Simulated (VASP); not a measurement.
# Ni (P3_121) in VASP: further runs

Ni is run at these levels: PBEsol; tasks: single point, relaxation of cell and atoms.

Everything below comes from runs of VASP 6.6.1. Logs are shortened: lines on timing, memory, paths and dates and some standing lists are left out, and cuts for length are marked.

### 1 The cell of the first run

The structure is trigonal, space group P3_121 (No. 152). Conventional cell: a = 3.208 Å, b = 3.208 Å, c = 3.639 Å, α = 90.00°, β = 90.00°, γ = 120.00°. Ni (site symmetry 2) has 2 Ni at 1.74 Å within 2.3 Å.

### 2 Single point, PBEsol, collinear spin, ferromagnetic start

Contents of INCAR:

```
SYSTEM = Ni
PREC = Accurate
ENCUT = 520
EDIFF = 1E-6
ISMEAR = 0
SIGMA = 0.1
LREAL = .False.
LASPH = .True.
NELM = 150
ALGO = Normal
ISIF = 2
LWAVE = .False.
LCHARG = .False.
ISPIN = 2
MAGMOM = 2 2 2
LORBIT = 11
LMAXMIX = 4
GGA = PS
NBANDS = 26
```

Contents of KPOINTS:

```
Automatic mesh
0
Gamma
  6 6 6
  0 0 0
```

Contents of POSCAR:

```
Ni
1.0
    3.2077354665      0.0000000000      0.0000000000
   -1.6038677333      2.7779804027      0.0000000000
    0.0000000000      0.0000000000      3.6392832653
Ni
3
Direct
    0.2254000000      0.0000000000      0.3333333333
    0.0000000000      0.2254000000      0.6666666667
    0.7746000000      0.7746000000      0.0000000000
```

Potentials or basis: VASP PAW PBE potentials, release 64 (Ni).

Command:

```bash
cat potpaw_PBE.64/Ni/POTCAR > POTCAR
mpirun -np 1 vasp_std > vasp.out
```

OUTCAR:

```text
SYSTEM = Ni
   PREC = Accurate
   ENCUT = 520
   EDIFF = 1E-6
   ISMEAR = 0
   LREAL = .False.
   LASPH = .True.
   NELM = 150
   ISIF = 2
   ISPIN = 2
   LORBIT = 11
   GGA = PS

 ion  position               nearest neighbor table
   1  0.225  0.000  0.333-   3 1.74   2 1.74   3 2.52   3 2.52   2 2.52   2 2.52   2 2.73   3 2.73

   2  0.000  0.225  0.667-   3 1.74   1 1.74   3 2.52   3 2.52   1 2.52   1 2.52   1 2.73   3 2.73

   3  0.775  0.775  0.000-   1 1.74   2 1.74   2 2.52   1 2.52   2 2.52   1 2.52   1 2.73   2 2.73

  LATTYP: Found a hexagonal cell.
 ALAT       =     3.2077354665
 C/A-ratio  =     1.1345334749

  Lattice vectors:

 A1 = (   3.2077354665,   0.0000000000,   0.0000000000)
 A2 = (  -1.6038677333,   2.7779804027,   0.0000000000)
 A3 = (   0.0000000000,   0.0000000000,   3.6392832653)

Analysis of symmetry for initial positions (statically):
=====================================================================
 Subroutine PRICEL returns:
 Original cell was already a primitive cell.

 Routine SETGRP: Setting up the symmetry group for a
 hexagonal supercell.

 Subroutine GETGRP returns: Found  6 space group operations
 (whereof  2 operations were pure point group operations)
 out of a pool of 24 trial point group operations.

The static configuration has the point symmetry C_2 .
 The point group associated with its full space group is D_3 .

Analysis of symmetry for dynamics (positions and initial velocities):
=====================================================================
 Subroutine PRICEL returns:
 Original cell was already a primitive cell.

 Routine SETGRP: Setting up the symmetry group for a
 hexagonal supercell.

 Subroutine GETGRP returns: Found  6 space group operations
 (whereof  2 operations were pure point group operations)
 out of a pool of 24 trial point group operations.

The dynamic configuration has the point symmetry C_2 .
 The point group associated with its full space group is D_3 .

Analysis of structural, dynamic, and magnetic symmetry:
=====================================================================
 Subroutine PRICEL returns:
 Original cell was already a primitive cell.

 Routine SETGRP: Setting up the symmetry group for a
 hexagonal supercell.

 Subroutine GETGRP returns: Found  6 space group operations
 (whereof  2 operations were pure point group operations)
 out of a pool of 24 trial point group operations.

The overall configuration has the point symmetry C_2 .
 The point group associated with its full space group is D_3 .

 Subroutine INISYM returns: Found  6 space group operations
 (whereof  2 operations are pure point group operations),
 and found     1 'primitive' translations

----------------------------------------------------------------------------------------

                                     Primitive cell

  volume of cell :      32.4297

  direct lattice vectors                    reciprocal lattice vectors
     3.207735466  0.000000000  0.000000000     0.311746405  0.179986871  0.000000000
    -1.603867733  2.777980403  0.000000000     0.000000000  0.359973742  0.000000000
     0.000000000  0.000000000  3.639283265     0.000000000  0.000000000  0.274779380

  length of vectors
     3.207735466  3.207735467  3.639283265     0.359973742  0.359973742  0.274779380

  position of ions in fractional coordinates (direct lattice)
     0.225400000  0.000000000  0.333333333
     0.000000000  0.225400000  0.666666667
     0.774600000  0.774600000  0.000000000

  ion indices of the primitive-cell ions
   primitive index   ion index
                 1           1
                 2           2
                 3           3

----------------------------------------------------------------------------------------

 KPOINTS: Automatic mesh

Automatic generation of k-mesh.
 Grid dimensions read from file:
 generate k-points for:    6    6    6

 Generating k-lattice:

  Cartesian coordinates                     Fractional coordinates (reciprocal lattice)
     0.051957734  0.029997812  0.000000000     0.166666667  0.000000000  0.000000000
     0.000000000  0.059995624  0.000000000     0.000000000  0.166666667  0.000000000
     0.000000000  0.000000000  0.045796563     0.000000000  0.000000000  0.166666667

  Length of vectors
     0.059995624  0.059995624  0.045796563

  Shift w.r.t. Gamma in fractional coordinates (k-lattice)
     0.000000000  0.000000000  0.000000000

 Subroutine IBZKPT returns following result:
 ===========================================

 Found     34 irreducible k-points:

 Following reciprocal coordinates:
            Coordinates               Weight
  0.000000  0.000000  0.000000      1.000000
  0.166667  0.000000  0.000000      6.000000
  0.333333  0.000000  0.000000      6.000000
  0.500000  0.000000  0.000000      3.000000
  0.166667  0.166667  0.000000      6.000000
  0.333333  0.166667  0.000000     12.000000
[... 16 lines left out ...]
  0.500000  0.000000  0.333333      6.000000
  0.166667  0.166667  0.333333     12.000000
 [... further k-points ...]
   k-points           NKPTS =     34   k-points in BZ     NKDIM =     34   number of bands    NBANDS=     26
   number of dos      NEDOS =    301   number of ions     NIONS =      3
   total plane-waves  NPLWV =  16128
   dimension x,y,z NGX =    24 NGY =   24 NGZ =   28
   dimension x,y,z NGXF=    48 NGYF=   48 NGZF=   56
   ions per type =               3
   NGX,Y,Z   is equivalent  to a cutoff of  12.44, 12.44, 12.79 a.u.
   NGXF,Y,Z  is equivalent  to a cutoff of  24.88, 24.88, 25.58 a.u.
 SYSTEM =  Ni
   PREC   = accura    normal or accurate (medium, high low for compatibility)
   ISTART =      0    job   : 0-new  1-cont  2-samecut
   ICHARG =      2    charge: 1-file 2-atom 10-const
   ISPIN  =      2    spin polarized calculation?
   LNONCOLLINEAR =      F non collinear calculations
   LSORBIT =      F    spin-orbit coupling
   LASPH  =      T    aspherical Exc in radial PAW
   ENCUT  =  520.0 eV  38.22 Ry    6.18 a.u.   5.96  5.96  6.77*2*pi/ulx,y,z
   NELM   =    150;   NELMIN=  2; NELMDL= -5     # of ELM steps
   EDIFF  = 0.1E-05   stopping-criterion for ELM
   LREAL  =      F    real-space projection
   EDIFFG = 0.1E-04   stopping-criterion for IOM
   NSW    =      0    number of steps for IOM
   IBRION =     -1    ionic relax: 0-MD 1-quasi-New 2-CG
   NFREE  =      0    steps in history (QN), initial steepest desc. (CG)
   ISIF   =      2    stress and relaxation
   ISYM   =      2    0-nonsym 1-usesym 2-fastsym
   POTIM  = 0.5000    time-step for ionic-motion
   TEBEG  =    0.0;   TEEND  =   0.0 temperature during run
   PSTRESS=    0.0 pullay stress
   NELECT =      30.0000    total number of electrons
   NUPDOWN=      -1.0000    fix difference up-down
   EMIN   =  10.00;   EMAX   =-10.00  energy-range for DOS
   EFERMI =   0.00;   METHOD = LEGACY
   ISMEAR =     0;   SIGMA  =   0.10  broadening in eV -4-tet -1-fermi 0-gaus
   EFERMI_NEDOS =   21; number of points for ismear=-14 and -15
   IALGO  =     38    algorithm
   IMIX   =      4    mixing-type and parameters
     AMIX     =   0.40;   BMIX     =  1.00
     AMIX_MAG =   1.60;   BMIX_MAG =  1.00
  volume/ion in A,a.u.               =      10.81        72.95
  Fermi-wavevector in a.u.,A,eV,Ry     =   1.595147  3.014391 34.619944  2.544494
  Thomas-Fermi vector in A             =   2.693111
   LORBIT       =     11    0 simple, 1 ext, 2 COOP (PROOUT), +10 PAW based schemes
   GGA     = PS    functional components
   LHFCALC =     F    Hartree Fock is set to
   AEXX    =    0.0000 exact exchange contribution
   IVDW    =     0    specifies the selected vdW correction
   LEPSILON=     F    determine dielectric tensor
   LRPA    =     F    only Hartree local field effects (RPA)
 spin polarized calculation
 Gauss-broadening in eV      SIGMA  =   0.10
  energy-cutoff  :      520.00
  volume of cell :       32.43
 maximum number of plane-waves:       894
   NGX = 11   NGY = 11   NGZ = 13

 number of electron      29.9999992 magnetization       1.6305545

 Free energy of the ion-electron system (eV)
  ---------------------------------------------------
  ext. energy  EPLUGINS =         0.00000000
  ---------------------------------------------------
  free energy    TOTEN  =       -10.42029786 eV

  energy without entropy =      -10.39578188  energy(sigma->0) =      -10.40803987

 E-fermi :   9.6778     XC(G=0): -13.2447

 val. band max:        9.6757574777   @ k =   0.0000   0.3333   0.1667
 cond. band min:       9.6778859059   @ k =   0.0000   0.1667   0.3333
 fundamental gap:      0.0021284282
 Fermi energy:         9.6778487230

 spin component 1

 k-point     1 :       0.0000    0.0000    0.0000
  band No.  band energies     occupation
      1       0.5683      1.00000
      2       3.6142      1.00000
      3       3.6142      1.00000
      4       4.2840      1.00000
      5       4.2840      1.00000
      6       4.3554      1.00000
[... 18 lines left out ...]
     25      31.2362      0.00000
     26      31.4551      0.00000
[... 644 lines left out ...]
      4       4.2859      1.00000
      5       4.6792      1.00000
      6       5.1320      1.00000
[... 18 lines left out ...]
     25      29.1935      0.00000
     26      29.9756      0.00000

 [... further k-points ...]

 spin component 2

 k-point     1 :       0.0000    0.0000    0.0000
  band No.  band energies     occupation
      1       0.5906      1.00000
      2       4.1015      1.00000
      3       4.1015      1.00000
      4       4.7526      1.00000
      5       4.7526      1.00000
      6       4.9165      1.00000
[... 18 lines left out ...]
     25      31.2929      0.00000
     26      31.5448      0.00000
[... 644 lines left out ...]
      4       4.8071      1.00000
      5       5.1513      1.00000
      6       5.6141      1.00000
[... 18 lines left out ...]
     25      29.2873      0.00000
     26      30.0670      0.00000

 [... further k-points ...]

------------------------ aborting loop because EDIFF is reached ----------------------------------------

  FORCE on cell =-STRESS in cart. coord.  units (eV):
  Direction    XX          YY          ZZ          XY          YZ          ZX
  --------------------------------------------------------------------------------------
  -------------------------------------------------------------------------------------
  Total       12.1430639     12.1430639     27.9917021     -0.0000000     -0.0000000      0.0000000
  in kB      599.9226786    599.9226786   1382.9176051     -0.0000000     -0.0000000      0.0000000
  external PRESSURE =     860.9209874 kB  Pullay stress =       0.0000000 kB

 VOLUME and BASIS-vectors are now :
 -----------------------------------------------------------------------------
  energy-cutoff  :      520.00
  volume of cell :       32.43
      direct lattice vectors                 reciprocal lattice vectors
     3.207735466  0.000000000  0.000000000     0.311746405  0.179986871  0.000000000
    -1.603867733  2.777980403  0.000000000     0.000000000  0.359973742  0.000000000
     0.000000000  0.000000000  3.639283265     0.000000000  0.000000000  0.274779380

 POSITION                                       TOTAL-FORCE (eV/Angst)
 -----------------------------------------------------------------------------------
      0.72302      0.00000      1.21309        13.790064      0.000000      0.000000
     -0.36151      0.62616      2.42619        -6.895032     11.942546     -0.000000
      1.24236      2.15182      0.00000        -6.895032    -11.942546     -0.000000
 -----------------------------------------------------------------------------------
    total drift:                               -0.000005     -0.000009      0.000000

  FREE ENERGIE OF THE ION-ELECTRON SYSTEM (eV)
  ---------------------------------------------------
  free  energy   TOTEN  =       -10.4202978560 eV

  energy  without entropy=      -10.3957818795  energy(sigma->0) =      -10.40803987

 total charge

# of ion       s       p       d       tot
------------------------------------------
    1        0.644   0.630   8.620   9.894
    2        0.644   0.630   8.620   9.894
    3        0.644   0.630   8.620   9.894
--------------------------------------------------
tot          1.931   1.889  25.861  29.681

 magnetization (x)

# of ion       s       p       d       tot
------------------------------------------
    1       -0.007  -0.009   0.544   0.529
    2       -0.007  -0.009   0.544   0.529
    3       -0.007  -0.009   0.544   0.529
--------------------------------------------------
tot         -0.020  -0.026   1.633   1.587
```

Run time: 26 s. Hardware: 1 thread of Intel Xeon Platinum 8488C (Sapphire Rapids), shared host; peak memory 0.17 GiB.

What came out:

```yaml
Free_energy: -10.4203 eV
Pressure: 86.1 GPa
Largest_force: 13.790 eV/Å
Net_moment: 1.63 μB per cell
Site_moments: Ni +0.53 μB
Valence_electrons_inside_the_program's_atomic_spheres: Ni 9.89
```

Forces on the atoms (eV/Å):
```
Ni   13.790   0.000   0.000
Ni   -6.895  11.943   0.000
Ni   -6.895 -11.943   0.000
```

Levels at points of the mesh, in eV from the Fermi level:
Spin up:
```tsv
k point	band 12	band 13	band 14	band 15	band 16	band 17	band 18	band 19	band 20	band 21
(0.00, 0.00, 0.00)	-1.88	-0.53	-0.53	-0.27	-0.13	4.73	4.73	11.72	11.93	11.93
(0.50, 0.00, 0.00)	-1.77	-1.36	-1.10	-0.92	0.02	0.21	6.21	6.95	9.06	9.96
(0.00, 0.00, 0.50)	-1.98	-0.80	-0.80	-0.38	0.25	0.25	12.78	12.78	12.99	14.36
(0.50, 0.00, 0.50)	-1.65	-1.13	-0.99	-0.47	-0.44	0.77	1.96	3.46	8.67	9.64
```
Spin down:
| k point | band 12 | band 13 | band 14 | band 15 | band 16 | band 17 |
| --- | --- | --- | --- | --- | --- | --- |
| (0.00, 0.00, 0.00) | -1.35 | 0.12 | 0.12 | 0.41 | 0.49 | 4.92 |
| (0.50, 0.00, 0.00) | -1.20 | -0.86 | -0.48 | -0.27 | 0.64 | 0.78 |
| (0.00, 0.00, 0.50) | -1.44 | -0.18 | -0.18 | 0.35 | 0.90 | 0.90 |
| (0.50, 0.00, 0.50) | -1.36 | -0.74 | -0.49 | 0.17 | 0.20 | 1.23 |

Caveat: the k points lie up to 0.38 Å⁻¹ apart; the PAW data sets were made with another functional, which shifts forces and pressure a little.

[end of part 1 of 2]
